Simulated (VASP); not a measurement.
# Mg (Fm-3m) in VASP: single point with PBEsol

Aim: the single point of Mg with PBEsol.

Everything below comes from runs of VASP 6.6.1. Logs are shortened: lines on timing, memory, paths and dates and some standing lists are left out, and cuts for length are marked.

## Step 1: The cell of the first run

The structure is cubic, space group Fm-3m (No. 225). Conventional cell: a = 3.549 Å, b = 3.549 Å, c = 3.549 Å, α = 90.00°, β = 90.00°, γ = 90.00°. Mg (site symmetry m-3m) has 12 Mg at 2.51 Å within 3.3 Å.

## Step 2: Single point, PBEsol

Input file INCAR:

```
PREC     = Accurate       # precision mode
ENCUT    = 520            # plane-wave cutoff, eV
EDIFF    = 1E-6           # SCF threshold, eV
ISMEAR   = -1             # smearing method
SIGMA    = 0.1            # smearing width, eV
LREAL    = False          # projectors in reciprocal space
LASPH    = True           # aspherical terms in the spheres
NELM     = 60             # most SCF steps
ALGO     = Normal         # electronic algorithm
ISIF     = 2              # what is computed and relaxed
LWAVE    = False          # write WAVECAR
LCHARG   = True           # write CHGCAR
GGA      = PS             # functional
LELF     = True           # ELF
LVHAR    = True         
NBANDS   = 7              # bands
```

Input file KPOINTS:

```
Automatic mesh
0
Gamma
  19 19 19
```

Input file POSCAR:

```
Mg
1.0
    0.0000000000      1.7744406436      1.7744406436
    1.7744406436      0.0000000000      1.7744406436
    1.7744406436      1.7744406436      0.0000000000
Mg
1
Direct
    0.0000000000      0.0000000000      0.0000000000
```

Potentials or basis: VASP PAW PBE potentials, release 64 (Mg).

Started as:

```sh
> cat potpaw_PBE.64/Mg/POTCAR > POTCAR
> mpirun -np 1 vasp_std > vasp.out
```

OUTCAR:

```text
PREC = Accurate
   ENCUT = 520
   EDIFF = 1E-6
   ISMEAR = -1
   LREAL = False
   LASPH = True
   NELM = 60
   ISIF = 2
   GGA = PS

 ion  position               nearest neighbor table
   1  0.000  0.000  0.000-

  LATTYP: Found a face centered cubic cell.
 ALAT       =     3.5488812872

  Lattice vectors:

 A1 = (   0.0000000000,   1.7744406436,   1.7744406436)
 A2 = (   1.7744406436,   0.0000000000,   1.7744406436)
 A3 = (   1.7744406436,   1.7744406436,   0.0000000000)

Analysis of symmetry for initial positions (statically):
=====================================================================
 Subroutine PRICEL returns:
 Original cell was already a primitive cell.

 Routine SETGRP: Setting up the symmetry group for a
 face centered cubic supercell.

 Subroutine GETGRP returns: Found 48 space group operations
 (whereof 48 operations were pure point group operations)
 out of a pool of 48 trial point group operations.

The static configuration has the point symmetry O_h .

Analysis of symmetry for dynamics (positions and initial velocities):
=====================================================================
 Subroutine PRICEL returns:
 Original cell was already a primitive cell.

 Routine SETGRP: Setting up the symmetry group for a
 face centered cubic supercell.

 Subroutine GETGRP returns: Found 48 space group operations
 (whereof 48 operations were pure point group operations)
 out of a pool of 48 trial point group operations.

The dynamic configuration has the point symmetry O_h .

 Subroutine INISYM returns: Found 48 space group operations
 (whereof 48 operations are pure point group operations),
 and found     1 'primitive' translations

----------------------------------------------------------------------------------------

                                     Primitive cell

  volume of cell :      11.1741

  direct lattice vectors                    reciprocal lattice vectors
     0.000000000  1.774440644  1.774440644    -0.281778938  0.281778938  0.281778938
     1.774440644  0.000000000  1.774440644     0.281778938 -0.281778938  0.281778938
     1.774440644  1.774440644  0.000000000     0.281778938  0.281778938 -0.281778938

  length of vectors
[... 69 lines left out ...]
   NGXF,Y,Z  is equivalent  to a cutoff of  26.50, 26.50, 26.50 a.u.
 SYSTEM =  unknown system
   PREC   = accura    normal or accurate (medium, high low for compatibility)
   ISTART =      0    job   : 0-new  1-cont  2-samecut
   ICHARG =      2    charge: 1-file 2-atom 10-const
   ISPIN  =      1    spin polarized calculation?
   LNONCOLLINEAR =      F non collinear calculations
   LSORBIT =      F    spin-orbit coupling
   LASPH  =      T    aspherical Exc in radial PAW
   ENCUT  =  520.0 eV  38.22 Ry    6.18 a.u.   4.67  4.67  4.67*2*pi/ulx,y,z
   NELM   =     60;   NELMIN=  2; NELMDL= -5     # of ELM steps
   EDIFF  = 0.1E-05   stopping-criterion for ELM
   LREAL  =      F    real-space projection
   EDIFFG = 0.1E-04   stopping-criterion for IOM
   NSW    =      0    number of steps for IOM
   IBRION =     -1    ionic relax: 0-MD 1-quasi-New 2-CG
   NFREE  =      0    steps in history (QN), initial steepest desc. (CG)
   ISIF   =      2    stress and relaxation
   ISYM   =      2    0-nonsym 1-usesym 2-fastsym
   POTIM  = 0.5000    time-step for ionic-motion
   TEBEG  =    0.0;   TEEND  =   0.0 temperature during run
   PSTRESS=    0.0 pullay stress
   NELECT =       2.0000    total number of electrons
   NUPDOWN=      -1.0000    fix difference up-down
   EMIN   =  10.00;   EMAX   =-10.00  energy-range for DOS
   EFERMI =   0.00;   METHOD = LEGACY
   ISMEAR =    -1;   SIGMA  =   0.10  broadening in eV -4-tet -1-fermi 0-gaus
   EFERMI_NEDOS =   21; number of points for ismear=-14 and -15
   IALGO  =     38    algorithm
   IMIX   =      4    mixing-type and parameters
     AMIX     =   0.40;   BMIX     =  1.00
     AMIX_MAG =   1.60;   BMIX_MAG =  1.00
  volume/ion in A,a.u.               =      11.17        75.41
  Fermi-wavevector in a.u.,A,eV,Ry     =   0.922600  1.743461 11.581148  0.851190
  Thomas-Fermi vector in A             =   2.048144
   LORBIT       =      0    0 simple, 1 ext, 2 COOP (PROOUT), +10 PAW based schemes
   GGA     = PS    functional components
   LHFCALC =     F    Hartree Fock is set to
   AEXX    =    0.0000 exact exchange contribution
   IVDW    =     0    specifies the selected vdW correction
   LEPSILON=     F    determine dielectric tensor
   LRPA    =     F    only Hartree local field effects (RPA)
 non-spin polarized calculation
  energy-cutoff  :      520.00
  volume of cell :       11.17
 maximum number of plane-waves:       313
   NGX =  9   NGY =  9   NGZ =  9

 number of electron       2.0000000 magnetization

 Free energy of the ion-electron system (eV)
  ---------------------------------------------------
  ext. energy  EPLUGINS =         0.00000000
  ---------------------------------------------------
  free energy    TOTEN  =         0.34705561 eV

  energy without entropy =        0.35669844  energy(sigma->0) =        0.35187702

 E-fermi :   7.7540     XC(G=0): -11.1544

 val. band max:        7.7064346065   @ k =  -0.4211   0.2105   0.1053
 cond. band min:       7.7932190971   @ k =  -0.3684   0.4737   0.1579
 fundamental gap:      0.0867844906
 Fermi energy:         7.7540250227

 k-point     1 :       0.0000    0.0000    0.0000
  band No.  band energies     occupation
      1      -2.8581      2.00000
      2      25.2459      0.00000
      3      25.2459      0.00000
      4      25.2459      0.00000
      5      28.8106      0.00000
      6      32.1914      0.00000
      7      32.1914      0.00000
[... 221 lines left out ...]
 k-point    24 :      -0.2632    0.0526    0.0000
  band No.  band energies     occupation
      1       0.0146      2.00000
      2      13.8016      0.00000
      3      22.4633      0.00000
      4      24.9470      0.00000
      5      28.7089      0.00000
      6      29.0440      0.00000
      7      30.8371      0.00000

 [... further k-points ...]
[... 5 lines left out ...]
  --------------------------------------------------------------------------------------
  -------------------------------------------------------------------------------------
  Total        7.1652163      7.1652163      7.1652163     -0.0000000      0.0000000     -0.0000000
  in kB     1027.3666458   1027.3666458   1027.3666458     -0.0000000      0.0000000     -0.0000000
  external PRESSURE =    1027.3666458 kB  Pullay stress =       0.0000000 kB

 VOLUME and BASIS-vectors are now :
 -----------------------------------------------------------------------------
  energy-cutoff  :      520.00
  volume of cell :       11.17
      direct lattice vectors                 reciprocal lattice vectors
     0.000000000  1.774440644  1.774440644    -0.281778938  0.281778938  0.281778938
     1.774440644  0.000000000  1.774440644     0.281778938 -0.281778938  0.281778938
     1.774440644  1.774440644  0.000000000     0.281778938  0.281778938 -0.281778938

 POSITION                                       TOTAL-FORCE (eV/Angst)
 -----------------------------------------------------------------------------------
      0.00000      0.00000      0.00000         0.000000      0.000000      0.000000
 -----------------------------------------------------------------------------------
    total drift:                                0.000000     -0.000000     -0.000000

  FREE ENERGIE OF THE ION-ELECTRON SYSTEM (eV)
  ---------------------------------------------------
  free  energy   TOTEN  =         0.3470556070 eV

  energy  without entropy=        0.3566984427  energy(sigma->0) =        0.35187702
```

OSZICAR:

```text
N       E                     dE             d eps       ncg     rms          rms(c)
DAV:   1     0.141963536632E+01    0.14196E+01   -0.99379E+02  3479   0.213E+02
DAV:   2     0.277108884111E+00   -0.11425E+01   -0.11074E+01  4263   0.162E+01
DAV:   3     0.274406142769E+00   -0.27027E-02   -0.27014E-02  3976   0.911E-01
DAV:   4     0.274404631652E+00   -0.15111E-05   -0.15118E-05  4452   0.155E-02
DAV:   5     0.274404628995E+00   -0.26567E-08   -0.17861E-08  4011   0.318E-04    0.850E-01
DAV:   6     0.319368760307E+00    0.44964E-01   -0.96836E-04  4025   0.197E-01    0.538E-01
DAV:   7     0.346821351630E+00    0.27453E-01   -0.30544E-03  3927   0.346E-01    0.254E-02
DAV:   8     0.347054762900E+00    0.23341E-03   -0.57909E-05  3619   0.489E-02    0.431E-03
DAV:   9     0.347055606974E+00    0.84407E-06   -0.11541E-06  4494   0.680E-03
   1 F= 0.34705561E+00 E0= 0.35187702E+00  d E =-.964284E-02
```

stdout:

```text
POSCAR found type information on POSCAR Mg
 POSCAR found :  1 types and       1 ions
 scaLAPACK will be used
 -----------------------------------------------------------------------------
|                                                                             |
|                                                                             |
|     You enforced a specific xc type in the INCAR file but a different       |
|     I HOPE YOU KNOW WHAT YOU ARE DOING!                                     |
|                                                                             |
 -----------------------------------------------------------------------------

 LDA part: xc-table for (Slater+PW92), standard interpolation
 POSCAR, INCAR and KPOINTS ok, starting setup
 FFT: planning ... GRIDC
 FFT: planning ... GRID_SOFT
 FFT: planning ... GRID
 WAVECAR not read
 entering main loop
```

It took 31 s on 1 thread of AMD EPYC 7R43 (Zen 3), shared host; peak memory 0.1 GiB.

Results:

* Free energy: 0.3471 eV
* Pressure: 102.7 GPa
* Band gap on the k mesh: zero (band 1 reaches 8.96 eV, above the bottom of band 2 at 6.54 eV)

Caveat: the PAW data sets were made with another functional, which shifts forces and pressure a little.
